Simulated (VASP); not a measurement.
# WS2 (P1) in VASP: single point with PBEsol

Aim: the single point of WS2 with PBEsol.

Everything below comes from runs of VASP 6.6.1. Logs are shortened: lines on timing, memory, paths and dates and some standing lists are left out, and cuts for length are marked.

### 1 The cell of the first run

The typed cell holds 9 atoms: a = 3.158 Å, b = 3.158 Å, c = 18.514 Å, α = 88.53°, β = 87.07°, γ = 60.00°.

### 2 Single point, PBEsol (the part above a cut slid along it)

INCAR reads:

```
PREC = Accurate
ENCUT = 520
EDIFF = 1E-7
ISMEAR = 0
SIGMA = 0.05
LREAL = F
LASPH = T
NELM = 80
ALGO = Normal
ISIF = 2
LWAVE = F
LCHARG = F
GGA = PS
NBANDS = 49
```

KPOINTS reads:

```
Automatic mesh
0
Gamma
  10 10 2
```

POSCAR reads:

```
WS2
1.0
   -1.5790003843     -2.7349088907      0.0000000000
    1.5790003843     -2.7349088907      0.0000000000
   -0.4737001153     -0.8204726672     18.4899900000
W S
3 6
Direct
   -0.2128500000      0.0000000000      0.7095000000
    0.3204833333      0.3333333333      0.0428333333
    0.5538166667      0.6666666667      0.3761666667
    0.8620600000      1.0000000000      0.4598000000
    0.0953933333      0.3333333333      0.7931333333
    0.6287266667      0.6666666667      0.1264666667
    0.9128500000      1.0000000000      0.2905000000
    0.1461833333      0.3333333333      0.6238333333
    0.3795166667      0.6666666667      0.9571666667
```

Potentials or basis: VASP PAW PBE potentials, release 64 (W_sv, S).

Run with:

```bash
$ cat potpaw_PBE.64/W_sv/POTCAR potpaw_PBE.64/S/POTCAR > POTCAR
$ mpirun -np 1 vasp_std > vasp.out
```

OUTCAR:

```text
PREC = Accurate
   ENCUT = 520
   EDIFF = 1E-7
   ISMEAR = 0
   LREAL = F
   LASPH = T
   NELM = 80
   ISIF = 2
   GGA = PS

 ion  position               nearest neighbor table
   1  0.787  0.000  0.709-   5 2.39   5 2.39   5 2.39   8 2.42   8 2.42   8 2.42
   2  0.320  0.333  0.043-   9 1.93   6 2.39   6 2.39   6 2.39   9 2.59   9 3.12
   3  0.554  0.667  0.376-   4 2.39   4 2.39   4 2.39   7 2.42   7 2.42   7 2.42
   4  0.862  0.000  0.460-   3 2.39   3 2.39   3 2.39
   5  0.095  0.333  0.793-   1 2.39   1 2.39   1 2.39
   6  0.629  0.667  0.126-   2 2.39   2 2.39   2 2.39
   7  0.913  0.000  0.291-   3 2.42   3 2.42   3 2.42
   8  0.146  0.333  0.624-   1 2.42   1 2.42   1 2.42
   9  0.380  0.667  0.957-   2 1.93   2 2.59   2 3.12

  LATTYP: Found a base centered monoclinic cell.
 ALAT       =     3.1580007685
 B/A-ratio  =     1.7320508076
 C/A-ratio  =     5.8626476537
 COS(beta)  =    -0.0511714191

  Lattice vectors:

 A1 = (   3.1580007686,   0.0000000000,   0.0000000000)
 A2 = (  -1.5790003843,   2.7349088907,   0.0000000000)
 A3 = (  -0.4737001153,  -0.8204726672,  18.4899900000)

Analysis of symmetry for initial positions (statically):
=====================================================================
 Subroutine PRICEL returns:
 Original cell was already a primitive cell.

 Routine SETGRP: Setting up the symmetry group for a
 base centered monoclinic supercell.

 Subroutine GETGRP returns: Found  1 space group operations
 (whereof  1 operations were pure point group operations)
 out of a pool of  4 trial point group operations.

The static configuration has the point symmetry C_1 .

Analysis of symmetry for dynamics (positions and initial velocities):
=====================================================================
 Subroutine PRICEL returns:
 Original cell was already a primitive cell.

 Routine SETGRP: Setting up the symmetry group for a
 base centered monoclinic supercell.

 Subroutine GETGRP returns: Found  1 space group operations
 (whereof  1 operations were pure point group operations)
 out of a pool of  4 trial point group operations.

The dynamic configuration has the point symmetry C_1 .

 Subroutine INISYM returns: Found  1 space group operations
 (whereof  1 operations are pure point group operations),
 and found     1 'primitive' translations

----------------------------------------------------------------------------------------

                                     Primitive cell

  volume of cell :     159.6952

  direct lattice vectors                    reciprocal lattice vectors
    -1.579000384 -2.734908891  0.000000000    -0.316656034 -0.182821447 -0.016224995
     1.579000384 -2.734908891  0.000000000     0.316656034 -0.182821447  0.000000000
    -0.473700115 -0.820472667 18.489990000     0.000000000  0.000000000  0.054083318

  length of vectors
     3.158000769  3.158000769 18.514245796     0.366002699  0.365642893  0.054083318

  position of ions in fractional coordinates (direct lattice)
     0.787150000  1.000000000  0.709500000
     0.320483333  0.333333333  0.042833333
     0.553816667  0.666666667  0.376166667
     0.862060000  1.000000000  0.459800000
     0.095393333  0.333333333  0.793133333
     0.628726667  0.666666667  0.126466667
     0.912850000  1.000000000  0.290500000
     0.146183333  0.333333333  0.623833333
     0.379516667  0.666666667  0.957166667

  ion indices of the primitive-cell ions
   primitive index   ion index
                 1           1
                 2           2
                 3           3
                 4           4
                 5           5
                 6           6
                 7           7
                 8           8
                 9           9

----------------------------------------------------------------------------------------

 KPOINTS: Automatic mesh

Automatic generation of k-mesh.
 Grid dimensions read from file:
 generate k-points for:   10   10    2

 Generating k-lattice:

  Cartesian coordinates                     Fractional coordinates (reciprocal lattice)
    -0.031665603 -0.018282145 -0.001622500     0.100000000  0.000000000 -0.000000000
     0.031665603 -0.018282145  0.000000000     0.000000000  0.100000000 -0.000000000
     0.000000000  0.000000000  0.027041659     0.000000000  0.000000000  0.500000000

  Length of vectors
     0.036600270  0.036564289  0.027041659

  Shift w.r.t. Gamma in fractional coordinates (k-lattice)
     0.000000000  0.000000000  0.000000000

 Subroutine IBZKPT returns following result:
 ===========================================

 Found    104 irreducible k-points:

 Following reciprocal coordinates:
            Coordinates               Weight
  0.000000  0.000000  0.000000      1.000000
  0.100000 -0.000000  0.000000      2.000000
 -0.100000 -0.100000 -0.000000      2.000000
  0.200000 -0.000000  0.000000      2.000000
 -0.200000 -0.200000 -0.000000      2.000000
  0.300000  0.000000 -0.000000      2.000000
[... 16 lines left out ...]
  0.300000  0.400000 -0.000000      2.000000
 -0.200000  0.100000 -0.000000      2.000000
 [... further k-points ...]
   k-points           NKPTS =    104   k-points in BZ     NKDIM =    104   number of bands    NBANDS=     49
   number of dos      NEDOS =    301   number of ions     NIONS =      9
   total plane-waves  NPLWV =  80640
   dimension x,y,z NGX =    24 NGY =   24 NGZ =  140
   dimension x,y,z NGXF=    48 NGYF=   48 NGZF=  280
   ions per type =               3   6
   NGX,Y,Z   is equivalent  to a cutoff of  12.63, 12.63, 12.57 a.u.
   NGXF,Y,Z  is equivalent  to a cutoff of  25.27, 25.27, 25.14 a.u.
 SYSTEM =  unknown system
   PREC   = accura    normal or accurate (medium, high low for compatibility)
   ISTART =      0    job   : 0-new  1-cont  2-samecut
   ICHARG =      2    charge: 1-file 2-atom 10-const
   ISPIN  =      1    spin polarized calculation?
   LNONCOLLINEAR =      F non collinear calculations
   LSORBIT =      F    spin-orbit coupling
   LASPH  =      T    aspherical Exc in radial PAW
   ENCUT  =  520.0 eV  38.22 Ry    6.18 a.u.   5.87  5.87 34.42*2*pi/ulx,y,z
   NELM   =     80;   NELMIN=  2; NELMDL= -5     # of ELM steps
   EDIFF  = 0.1E-06   stopping-criterion for ELM
   LREAL  =      F    real-space projection
   EDIFFG = 0.1E-05   stopping-criterion for IOM
   NSW    =      0    number of steps for IOM
   IBRION =     -1    ionic relax: 0-MD 1-quasi-New 2-CG
   NFREE  =      0    steps in history (QN), initial steepest desc. (CG)
   ISIF   =      2    stress and relaxation
   ISYM   =      2    0-nonsym 1-usesym 2-fastsym
   POTIM  = 0.5000    time-step for ionic-motion
   TEBEG  =    0.0;   TEEND  =   0.0 temperature during run
   PSTRESS=    0.0 pullay stress
   NELECT =      78.0000    total number of electrons
   NUPDOWN=      -1.0000    fix difference up-down
   EMIN   =  10.00;   EMAX   =-10.00  energy-range for DOS
   EFERMI =   0.00;   METHOD = LEGACY
   ISMEAR =     0;   SIGMA  =   0.05  broadening in eV -4-tet -1-fermi 0-gaus
   EFERMI_NEDOS =   21; number of points for ismear=-14 and -15
   IALGO  =     38    algorithm
   IMIX   =      4    mixing-type and parameters
     AMIX     =   0.40;   BMIX     =  1.00
     AMIX_MAG =   1.60;   BMIX_MAG =  1.00
  volume/ion in A,a.u.               =      17.74       119.74
  Fermi-wavevector in a.u.,A,eV,Ry     =   1.289266  2.436359 22.615688  1.662206
  Thomas-Fermi vector in A             =   2.421169
   LORBIT       =      0    0 simple, 1 ext, 2 COOP (PROOUT), +10 PAW based schemes
   GGA     = PS    functional components
   LHFCALC =     F    Hartree Fock is set to
   AEXX    =    0.0000 exact exchange contribution
   IVDW    =     0    specifies the selected vdW correction
   LEPSILON=     F    determine dielectric tensor
   LRPA    =     F    only Hartree local field effects (RPA)
 non-spin polarized calculation
 Gauss-broadening in eV      SIGMA  =   0.05
  energy-cutoff  :      520.00
  volume of cell :      159.70
 maximum number of plane-waves:      4326
   NGX = 11   NGY = 11   NGZ = 69

 number of electron      78.0000000 magnetization

 Free energy of the ion-electron system (eV)
  ---------------------------------------------------
  ext. energy  EPLUGINS =         0.00000000
  ---------------------------------------------------
  free energy    TOTEN  =       -72.42315995 eV

  energy without entropy =      -72.42251341  energy(sigma->0) =      -72.42283668

 E-fermi :   7.5952     XC(G=0): -11.1032

 val. band max:        7.5391775496   @ k =   0.5000   0.1000   0.5000
 cond. band min:       7.6474666550   @ k =  -0.0000   0.2000   0.5000
 fundamental gap:      0.1082891053
 Fermi energy:         7.5952139469

 k-point     1 :       0.0000    0.0000    0.0000
  band No.  band energies     occupation
      1     -67.2525      2.00000
      2     -67.1960      2.00000
      3     -66.8736      2.00000
      4     -31.6253      2.00000
      5     -31.5228      2.00000
      6     -31.4661      2.00000
[... 41 lines left out ...]
     48       9.8864      0.00000
     49       9.8920      0.00000

 k-point     2 :       0.1000   -0.0000    0.0000
  band No.  band energies     occupation
      1     -67.2507      2.00000
      2     -67.1942      2.00000
      3     -66.8718      2.00000
      4     -31.6227      2.00000
      5     -31.5164      2.00000
      6     -31.4596      2.00000
[... 41 lines left out ...]
     48       9.9259      0.00000
     49      10.0097      0.00000

 k-point     3 :      -0.1000   -0.1000   -0.0000
  band No.  band energies     occupation
      1     -67.2507      2.00000
      2     -67.1942      2.00000
      3     -66.8717      2.00000
      4     -31.6273      2.00000
      5     -31.5164      2.00000
      6     -31.4596      2.00000
[... 1081 lines left out ...]
     48      10.4963      0.00000
     49      11.3544      0.00000

 k-point    24 :      -0.2000    0.1000   -0.0000
  band No.  band energies     occupation
      1     -67.2422      2.00000
      2     -67.1857      2.00000
      3     -66.8633      2.00000
      4     -31.6196      2.00000
      5     -31.5327      2.00000
      6     -31.4856      2.00000
[... 41 lines left out ...]
     48      10.5941      0.00000
     49      10.8927      0.00000

 [... further k-points ...]

------------------------ aborting loop because EDIFF is reached ----------------------------------------

  FORCE on cell =-STRESS in cart. coord.  units (eV):
  Direction    XX          YY          ZZ          XY          YZ          ZX
  --------------------------------------------------------------------------------------
  -------------------------------------------------------------------------------------
  Total        3.0862423      4.1253146     15.4253878     -3.1847907     11.0684899     -4.4912392
  in kB       30.9634135     41.3881381    154.7586398    -31.9521223    111.0470909    -45.0593580
  external PRESSURE =      75.7033972 kB  Pullay stress =       0.0000000 kB

 VOLUME and BASIS-vectors are now :
 -----------------------------------------------------------------------------
  energy-cutoff  :      520.00
  volume of cell :      159.70
      direct lattice vectors                 reciprocal lattice vectors
    -1.579000384 -2.734908891  0.000000000    -0.316656034 -0.182821447 -0.016224995
     1.579000384 -2.734908891  0.000000000     0.316656034 -0.182821447  0.000000000
    -0.473700115 -0.820472667 18.489990000     0.000000000  0.000000000  0.054083318

 POSITION                                       TOTAL-FORCE (eV/Angst)
 -----------------------------------------------------------------------------------
     -1.57900     -2.73491     13.11865        -0.003086     -0.006034     -0.587596
      0.00000     -1.82327      0.79199        -1.708349      5.490801      8.976728
     -0.00000     -3.64655      6.95532         0.002149      0.003280     -0.603570
     -1.57900     -2.73491      8.50170        -0.000486      0.000146      0.251726
      0.00000     -1.82327     14.66503         0.005590     -0.007311      0.258421
     -0.00000     -3.64655      2.33837        -0.572632      0.722860      0.316571
     -1.57900     -2.73491      5.37134        -0.003387      0.004042      0.334217
      0.00000     -1.82327     11.53467        -0.002908     -0.001316      0.341856
     -0.00000     -3.64655     17.69800         2.283108     -6.206468     -9.288352
 -----------------------------------------------------------------------------------
    total drift:                               -0.000055      0.000032     -0.000053

  FREE ENERGIE OF THE ION-ELECTRON SYSTEM (eV)
  ---------------------------------------------------
  free  energy   TOTEN  =       -72.4231599471 eV

  energy  without entropy=      -72.4225134061  energy(sigma->0) =      -72.42283668
```

It took 12 min on 1 thread of AMD EPYC 9R45 (Zen 5), shared host; peak memory 0.64 GiB.

Results:

```yaml
Free_energy: -72.4232 eV
Pressure: 7.6 GPa
Largest_force: 11.402 eV/Å
Band_gap_on_the_k_mesh: 0.11 eV (least direct gap 0.55 eV)
```

Forces in eV/Å, atoms in the order of the input:
```
W   -0.003 -0.006 -0.588
W   -1.708  5.491  8.977
W    0.002  0.003 -0.604
S    0.000  0.000  0.252
S    0.006 -0.007  0.258
S   -0.573  0.723  0.317
S   -0.003  0.004  0.334
S   -0.003 -0.001  0.342
S    2.283 -6.206 -9.288
```

Levels at points of the mesh, in eV from the valence-band top:
```tsv
k point	band 37	band 38	band 39	band 40	band 41	band 42
(0.00, 0.00, 0.00)	-1.07	-0.38	-0.33	0.40	1.54	2.03
(0.50, 0.00, 0.00)	-1.78	-1.75	-0.02	1.51	1.83	2.08
(0.50, 0.50, 0.00)	-1.86	-1.75	-0.49	1.96	2.07	2.12
(0.00, 0.50, 0.00)	-1.87	-1.76	-0.50	1.33	2.08	2.13
(0.00, 0.00, 0.50)	-0.72	-0.66	-0.24	0.40	1.54	2.03
(0.50, 0.00, 0.50)	-1.86	-1.71	-0.02	1.51	1.83	2.08
(0.50, 0.50, 0.50)	-1.83	-1.76	-0.49	1.96	2.07	2.13
(0.00, 0.50, 0.50)	-1.87	-1.76	-0.50	1.33	2.08	2.13
```

Caveat: the cell differs from its parent crystal (the part above a cut slid along it); the stress differs along the axes, from 3 to 15 GPa; the PAW data sets were made with another functional, which shifts forces and pressure a little; spin-orbit coupling is left out, which moves the levels of the heavy elements. A k mesh can miss the band edges.
